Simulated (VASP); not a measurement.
Wanted: the native input for a VASP 6.6.1 run.

```yaml
Task: single point
Functional: PBE
Potentials_or_basis: VASP PAW PBE potentials, release 64 (Na_pv, Bi_d, W_sv, O)
Cutoff: 520 eV
k_mesh: 6 × 6 × 6
Occupations: fermi-dirac, width 0.05 eV
Spin: no spin polarisation
Dipole_correction: no
Further_INCAR_settings: ALGO = Normal; EDIFF = 1e-06; NBANDS = 50
```

The structure of Na2BiWO6 lies in POSCAR:

```
Na2BiWO6
1.0
    0.0000000000      4.1517123100      4.1517123100
    4.1517123100      0.0000000000      4.1517123100
    4.1517123100      4.1517123100      0.0000000000
Na Bi W O
2 1 1 6
Direct
    0.2500000000      0.2500000000      0.2500000000
    0.7500000000      0.7500000000      0.7500000000
    0.0000000000      0.0000000000      0.0000000000
    0.5000000000      0.5000000000      0.5000000000
    0.7336750300      0.2663249700      0.2663249700
    0.2663249700      0.7336750300      0.7336750300
    0.2663249700      0.7336750300      0.2663249700
    0.7336750300      0.2663249700      0.7336750300
    0.2663249700      0.2663249700      0.7336750300
    0.7336750300      0.7336750300      0.2663249700
```

These files were run (other wordings do the same):

INCAR

```
SYSTEM = Na2BiWO6
  PREC = Accurate
  ENCUT = 520
  EDIFF = 1E-6
  ISMEAR = -1
  SIGMA = 0.05
  LREAL = .FALSE.
  LASPH = .TRUE.
  NELM = 60
  ALGO = Normal
  ISIF = 2
  LWAVE = .FALSE.
  LCHARG = .FALSE.
  GGA = PE
  NBANDS = 50
```

KPOINTS

```
Automatic mesh
0
G
  6 6 6
  0 0 0
```

Potentials or basis: VASP PAW PBE potentials, release 64 (Na_pv, Bi_d, W_sv, O).

The run is started by

```sh
$ cat potpaw_PBE.64/Na_pv/POTCAR potpaw_PBE.64/Bi_d/POTCAR potpaw_PBE.64/W_sv/POTCAR potpaw_PBE.64/O/POTCAR > POTCAR
$ mpirun -np 1 vasp_std > vasp.out
```

It gave:

```
Pressure               : -2.0 GPa
Largest force          : 0.420 eV/Å
Band gap on the k mesh : zero (an odd number of electrons rules out a gap without spin polarisation)
```

Caveat: spin-orbit coupling is left out, which moves the levels of the heavy elements; an odd number of electrons without spin polarisation forces a metal; a magnetic or distorted state may lie lower.

Run time: 2.6 min on 1 thread of Intel(R) Xeon(R) Platinum 8259CL CPU @ 2.50GHz (Skylake/Cascade Lake), on a shared host, peak memory 0.38 GiB.
